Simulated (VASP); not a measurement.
Mg3PbO, 5 atoms in the cell. It takes space group Pm-3m (No. 221, cubic). The conventional cell has a = 3.899 Å, b = 3.899 Å, c = 3.899 Å, α = 90.00°, β = 90.00°, γ = 90.00°. Within 3.6 Å of Pb (site symmetry m-3m) lie 12 Mg at 2.76 Å and 8 O at 3.38 Å. Within 2.6 Å of O (site symmetry m-3m) lie 6 Mg at 1.95 Å. Within 2.6 Å of Mg (site symmetry 4/mmm) lie 2 O at 1.95 Å. 

```yaml
Program: VASP 6.6.1
Task: relaxation of cell and atoms
Functional: PBEsol
Potentials_or_basis: VASP PAW PBE potentials, release 64 (Pb_d, O, Mg)
Cutoff: 600 eV
k_mesh: 6 × 6 × 6
Occupations: fermi-dirac, width 0.03 eV
Spin: no spin polarisation
Dipole_correction: no
Further_INCAR_settings: ALGO = Normal; EDIFF = 1e-06; IBRION = 2; EDIFFG = -0.01; NSW = 100; ISIF = 3
```

Potentials or basis: VASP PAW PBE potentials, release 64 (Pb_d, O, Mg).

Launch:

```console
$ cat potpaw_PBE.64/Pb_d/POTCAR potpaw_PBE.64/O/POTCAR potpaw_PBE.64/Mg/POTCAR > POTCAR
$ mpirun -np 1 vasp_std > vasp.out
```

Hardware: 1 thread of AMD EPYC 9R45 96-Core Processor (Zen 5) (shared host).

Q: How long does it take, and how much memory?

A: It took 36 s on 1 thread of AMD EPYC 9R45 96-Core Processor (Zen 5), on a shared host, peak memory 0.17 GiB. Counts: scf iterations 48, k points 20, ion steps 5.
